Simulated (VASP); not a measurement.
Crystal: KCl.

```
CELL_PARAMETERS angstrom
-0.14579 3.10441 3.10441
3.10441 -0.14579 3.10441
3.10441 3.10441 -0.14579
ATOMIC_POSITIONS crystal
K 0.00000 0.00000 0.00000
Cl 0.50000 0.50000 0.50000
```

This cell differs from its parent crystal: epitaxial 111 strain +3.4%.

Base run:

* Program: VASP 6.6.1
* Functional: r2SCAN
* Potentials or basis: VASP PAW PBE potentials, release 64 (K_sv, Cl)
* Cutoff: 520 eV
* k mesh: 8 × 8 × 8
* Occupations: gaussian, width 0.01 eV
* Spin: no spin polarisation

Its results: band gap on the k mesh 5.63 eV, direct; pressure -0.6 GPa.

Q: The run is repeated on the same cell with these changes: functional from r2SCAN to PBE; occupations from gaussian, width 0.01 eV to fermi-dirac, width 0.02 eV. What comes out?

A: Band gap on the k mesh 4.99 eV, direct; pressure 0.2 GPa.

Caveats: the PAW data sets were made with another functional, which shifts forces and pressure a little (some runs).

A k mesh can miss the band edges.
